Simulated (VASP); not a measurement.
# Pt (P6_3/mmc) in VASP: single point with PBEsol

Aim: the single point of Pt with PBEsol.

Program: VASP 6.6.1. These are calculated values, not measurements. Logs are shortened: lines on timing, memory, paths and dates and some standing lists are left out, and cuts for length are marked.

## Step 1: The cell of the first run

The structure is hexagonal, space group P6_3/mmc (No. 194). Conventional cell: a = 2.761 Å, b = 2.761 Å, c = 4.792 Å, α = 90.00°, β = 90.00°, γ = 120.00°. Within 3.6 Å of Pt (site symmetry -6m2) lie 12 Pt at 2.76 to 2.88 Å.

This isn't the form of Pt at room conditions, which is fcc.

## Step 2: Single point, PBEsol

INCAR

```
  ALGO = Normal
  EDIFF = 1E-6
  ENCUT = 500
  GGA = PS
  GGA_COMPAT = False
  ISIF = 2
  ISMEAR = -1
  LASPH = True
  LCHARG = False
  LREAL = False
  LWAVE = False
  NBANDS = 17
  NELM = 120
  PREC = Accurate
  SIGMA = 0.15
```

KPOINTS

```
k-points
0
Gamma
  10 10 5
```

POSCAR

```
Pt
1.0
    2.7606660000      0.0000000000      0.0000000000
   -1.3803330000      2.3908068874      0.0000000000
    0.0000000000      0.0000000000      4.7921340000
Pt
2
Direct
    0.6666666667      0.3333333333      0.7500000000
    0.3333333333      0.6666666667      0.2500000000
```

Potentials or basis: VASP PAW PBE potentials, release 64 (Pt).

On the command line:

```sh
cat potpaw_PBE.64/Pt/POTCAR > POTCAR
mpirun -np 1 vasp_std > vasp.out
```

OUTCAR:

```text
EDIFF = 1E-6
   ENCUT = 500
   GGA = PS
   ISIF = 2
   ISMEAR = -1
   LASPH = True
   LREAL = False
   NELM = 120
   PREC = Accurate

 ion  position               nearest neighbor table
   1  0.667  0.333  0.750-   2 2.88   2 2.88   2 2.88   2 2.88   2 2.88   2 2.88
   2  0.333  0.667  0.250-   1 2.88   1 2.88   1 2.88   1 2.88   1 2.88   1 2.88

  LATTYP: Found a hexagonal cell.
 ALAT       =     2.7606660000
 C/A-ratio  =     1.7358615638

  Lattice vectors:

 A1 = (   2.7606660000,   0.0000000000,   0.0000000000)
 A2 = (  -1.3803330000,   2.3908068874,   0.0000000000)
 A3 = (   0.0000000000,   0.0000000000,   4.7921340000)

Analysis of symmetry for initial positions (statically):
=====================================================================
 Subroutine PRICEL returns:
 Original cell was already a primitive cell.

 Routine SETGRP: Setting up the symmetry group for a
 hexagonal supercell.

 Subroutine GETGRP returns: Found 24 space group operations
 (whereof 12 operations were pure point group operations)
 out of a pool of 24 trial point group operations.

The static configuration has the point symmetry D_3d.
 The point group associated with its full space group is D_6h.

Analysis of symmetry for dynamics (positions and initial velocities):
=====================================================================
 Subroutine PRICEL returns:
 Original cell was already a primitive cell.

 Routine SETGRP: Setting up the symmetry group for a
 hexagonal supercell.

 Subroutine GETGRP returns: Found 24 space group operations
 (whereof 12 operations were pure point group operations)
 out of a pool of 24 trial point group operations.

The dynamic configuration has the point symmetry D_3d.
 The point group associated with its full space group is D_6h.

 Subroutine INISYM returns: Found 24 space group operations
 (whereof 12 operations are pure point group operations),
 and found     1 'primitive' translations

----------------------------------------------------------------------------------------

                                     Primitive cell

  volume of cell :      31.6291

  direct lattice vectors                    reciprocal lattice vectors
     2.760666000  0.000000000  0.000000000     0.362231433  0.209134415  0.000000000
    -1.380333000  2.390806887  0.000000000     0.000000000  0.418268830  0.000000000
     0.000000000  0.000000000  4.792134000     0.000000000  0.000000000  0.208675300

  length of vectors
     2.760666000  2.760666000  4.792134000     0.418268830  0.418268830  0.208675300

  position of ions in fractional coordinates (direct lattice)
     0.666666667  0.333333333  0.750000000
     0.333333333  0.666666667  0.250000000

  ion indices of the primitive-cell ions
   primitive index   ion index
                 1           1
                 2           2

----------------------------------------------------------------------------------------

 KPOINTS: k-points

Automatic generation of k-mesh.
 Grid dimensions read from file:
 generate k-points for:   10   10    5

 Generating k-lattice:

  Cartesian coordinates                     Fractional coordinates (reciprocal lattice)
     0.036223143  0.020913442  0.000000000     0.100000000 -0.000000000  0.000000000
     0.000000000  0.041826883  0.000000000     0.000000000  0.100000000  0.000000000
     0.000000000  0.000000000  0.041735060     0.000000000  0.000000000  0.200000000

  Length of vectors
     0.041826883  0.041826883  0.041735060

  Shift w.r.t. Gamma in fractional coordinates (k-lattice)
     0.000000000  0.000000000  0.000000000

 Subroutine IBZKPT returns following result:
 ===========================================

 Found     42 irreducible k-points:

 Following reciprocal coordinates:
            Coordinates               Weight
  0.000000  0.000000  0.000000      1.000000
  0.100000 -0.000000  0.000000      6.000000
  0.200000 -0.000000  0.000000      6.000000
  0.300000  0.000000  0.000000      6.000000
  0.400000 -0.000000  0.000000      6.000000
  0.500000 -0.000000  0.000000      3.000000
[... 16 lines left out ...]
  0.300000  0.100000  0.200000     24.000000
  0.400000  0.100000  0.200000     24.000000
 [... further k-points ...]
   k-points           NKPTS =     42   k-points in BZ     NKDIM =     42   number of bands    NBANDS=     17
   number of dos      NEDOS =    301   number of ions     NIONS =      2
   total plane-waves  NPLWV =  14400
   dimension x,y,z NGX =    20 NGY =   20 NGZ =   36
   dimension x,y,z NGXF=    40 NGYF=   40 NGZF=   72
   ions per type =               2
   NGX,Y,Z   is equivalent  to a cutoff of  12.04, 12.04, 12.49 a.u.
   NGXF,Y,Z  is equivalent  to a cutoff of  24.09, 24.09, 24.98 a.u.
 SYSTEM =  unknown system
   PREC   = accura    normal or accurate (medium, high low for compatibility)
   ISTART =      0    job   : 0-new  1-cont  2-samecut
   ICHARG =      2    charge: 1-file 2-atom 10-const
   ISPIN  =      1    spin polarized calculation?
   LNONCOLLINEAR =      F non collinear calculations
   LSORBIT =      F    spin-orbit coupling
   LASPH  =      T    aspherical Exc in radial PAW
   ENCUT  =  500.0 eV  36.75 Ry    6.06 a.u.   5.03  5.03  8.74*2*pi/ulx,y,z
   NELM   =    120;   NELMIN=  2; NELMDL= -5     # of ELM steps
   EDIFF  = 0.1E-05   stopping-criterion for ELM
   LREAL  =      F    real-space projection
   EDIFFG = 0.1E-04   stopping-criterion for IOM
   NSW    =      0    number of steps for IOM
   IBRION =     -1    ionic relax: 0-MD 1-quasi-New 2-CG
   NFREE  =      0    steps in history (QN), initial steepest desc. (CG)
   ISIF   =      2    stress and relaxation
   ISYM   =      2    0-nonsym 1-usesym 2-fastsym
   POTIM  = 0.5000    time-step for ionic-motion
   TEBEG  =    0.0;   TEEND  =   0.0 temperature during run
   PSTRESS=    0.0 pullay stress
   NELECT =      20.0000    total number of electrons
   NUPDOWN=      -1.0000    fix difference up-down
   EMIN   =  10.00;   EMAX   =-10.00  energy-range for DOS
   EFERMI =   0.00;   METHOD = LEGACY
   ISMEAR =    -1;   SIGMA  =   0.15  broadening in eV -4-tet -1-fermi 0-gaus
   EFERMI_NEDOS =   21; number of points for ismear=-14 and -15
   IALGO  =     38    algorithm
   IMIX   =      4    mixing-type and parameters
     AMIX     =   0.40;   BMIX     =  1.00
     AMIX_MAG =   1.60;   BMIX_MAG =  1.00
  volume/ion in A,a.u.               =      15.81       106.72
  Fermi-wavevector in a.u.,A,eV,Ry     =   1.405149  2.655347 26.863939  1.974444
  Thomas-Fermi vector in A             =   2.527639
   LORBIT       =      0    0 simple, 1 ext, 2 COOP (PROOUT), +10 PAW based schemes
   GGA     = PS    functional components
   LHFCALC =     F    Hartree Fock is set to
   AEXX    =    0.0000 exact exchange contribution
   IVDW    =     0    specifies the selected vdW correction
   LEPSILON=     F    determine dielectric tensor
   LRPA    =     F    only Hartree local field effects (RPA)
 non-spin polarized calculation
  energy-cutoff  :      500.00
  volume of cell :       31.63
 maximum number of plane-waves:       825
   NGX = 11   NGY = 11   NGZ = 17

 number of electron      19.9999999 magnetization

 Free energy of the ion-electron system (eV)
  ---------------------------------------------------
  ext. energy  EPLUGINS =         0.00000000
  ---------------------------------------------------
  free energy    TOTEN  =       -13.87355212 eV

  energy without entropy =      -13.64048923  energy(sigma->0) =      -13.75702068

 E-fermi :  10.2185     XC(G=0): -13.3435

 val. band max:       10.2049652382   @ k =   0.4000  -0.0000   0.0000
 cond. band min:      10.2210016209   @ k =   0.1000   0.1000   0.4000
 fundamental gap:      0.0160363827
 Fermi energy:        10.2185161109

 k-point     1 :       0.0000    0.0000    0.0000
  band No.  band energies     occupation
      1       0.4306      2.00000
      2       3.1031      2.00000
      3       6.2421      2.00000
      4       6.7703      2.00000
      5       6.7703      2.00000
      6       7.1356      2.00000
[... 9 lines left out ...]
     16      27.4545      0.00000
     17      31.1828      0.00000

 k-point     2 :       0.1000   -0.0000    0.0000
  band No.  band energies     occupation
      1       0.7894      2.00000
      2       3.4298      2.00000
      3       6.1864      2.00000
      4       6.7697      2.00000
      5       6.9851      2.00000
      6       7.0458      2.00000
[... 9 lines left out ...]
     16      27.7715      0.00000
     17      29.5784      0.00000

 k-point     3 :       0.2000   -0.0000    0.0000
  band No.  band energies     occupation
      1       1.7700      2.00000
      2       4.1525      2.00000
      3       5.9647      2.00000
      4       6.4234      2.00000
      5       6.4893      2.00000
      6       7.3817      2.00000
[... 9 lines left out ...]
     16      27.2363      0.00000
     17      28.1730      0.00000

 k-point     4 :       0.3000    0.0000    0.0000
  band No.  band energies     occupation
      1       2.9804      2.00000
      2       4.2894      2.00000
      3       5.3758      2.00000
      4       6.2199      2.00000
      5       6.5734      2.00000
      6       7.3312      2.00000
[... 9 lines left out ...]
     16      25.4286      0.00000
     17      26.9959      0.00000
[... 343 lines left out ...]
      1       2.8653      2.00000
      2       4.6864      2.00000
      3       5.4334      2.00000
      4       5.8570      2.00000
      5       6.2996      2.00000
      6       6.9563      2.00000
[... 9 lines left out ...]
     16      26.1811      0.00000
     17      27.3807      0.00000

 k-point    23 :       0.3000    0.1000    0.2000
  band No.  band energies     occupation
      1       3.6903      2.00000
      2       4.4604      2.00000
      3       5.1080      2.00000
      4       5.7688      2.00000
      5       6.8200      2.00000
      6       7.4532      2.00000
[... 9 lines left out ...]
     16      24.1385      0.00000
     17      25.8271      0.00000

 k-point    24 :       0.4000    0.1000    0.2000
  band No.  band energies     occupation
      1       3.7984      2.00000
      2       4.1597      2.00000
      3       5.0890      2.00000
      4       5.6852      2.00000
      5       6.8653      2.00000
      6       7.7083      2.00000
[... 9 lines left out ...]
     16      22.9319      0.00000
     17      24.3745      0.00000

 [... further k-points ...]
[... 5 lines left out ...]
  --------------------------------------------------------------------------------------
  -------------------------------------------------------------------------------------
  Total       -1.9110064     -1.9110064     -2.3348625      0.0000000     -0.0000000      0.0000000
  in kB      -96.8022420    -96.8022420   -118.2727185      0.0000000     -0.0000000      0.0000000
  external PRESSURE =    -103.9590675 kB  Pullay stress =       0.0000000 kB

 VOLUME and BASIS-vectors are now :
 -----------------------------------------------------------------------------
  energy-cutoff  :      500.00
  volume of cell :       31.63
      direct lattice vectors                 reciprocal lattice vectors
     2.760666000  0.000000000  0.000000000     0.362231433  0.209134415  0.000000000
    -1.380333000  2.390806887  0.000000000     0.000000000  0.418268830  0.000000000
     0.000000000  0.000000000  4.792134000     0.000000000  0.000000000  0.208675300

 POSITION                                       TOTAL-FORCE (eV/Angst)
 -----------------------------------------------------------------------------------
      1.38033      0.79694      3.59410        -0.000000     -0.000000      0.000000
     -0.00000      1.59387      1.19803         0.000000      0.000000      0.000000
 -----------------------------------------------------------------------------------
    total drift:                                0.000000     -0.000000      0.000000

  FREE ENERGIE OF THE ION-ELECTRON SYSTEM (eV)
  ---------------------------------------------------
  free  energy   TOTEN  =       -13.8735521248 eV

  energy  without entropy=      -13.6404892342  energy(sigma->0) =      -13.75702068
```

Wall time 11 s (1 thread of Intel Xeon Platinum 8488C (Sapphire Rapids), shared host); peak memory 0.15 GiB.

What came out:

* Free energy: -13.8736 eV
* Pressure: -10.4 GPa
* Band gap on the k mesh: zero (bands 10 and 11 overlap by 1.16 eV)

Stress tensor (GPa, compression positive):
```
 -9.68   0.00   0.00
  0.00  -9.68   0.00
  0.00   0.00 -11.83
```

Levels at points of the mesh, in eV from the Fermi level:
```csv
k point,band 6,band 7,band 8,band 9,band 10,band 11,band 12,band 13,band 14,band 15
"(0.00, 0.00, 0.00)",-3.08,-3.08,-1.83,-1.83,-0.82,-0.25,-0.25,4.60,15.07,15.62
"(0.50, 0.00, 0.00)",-2.97,-2.66,-0.03,0.27,0.47,2.20,3.67,7.17,8.73,9.41
```

Caveat: the cell stands under tension; the PAW data sets were made with another functional, which shifts forces and pressure a little; spin-orbit coupling is left out, which moves the levels of the heavy elements.
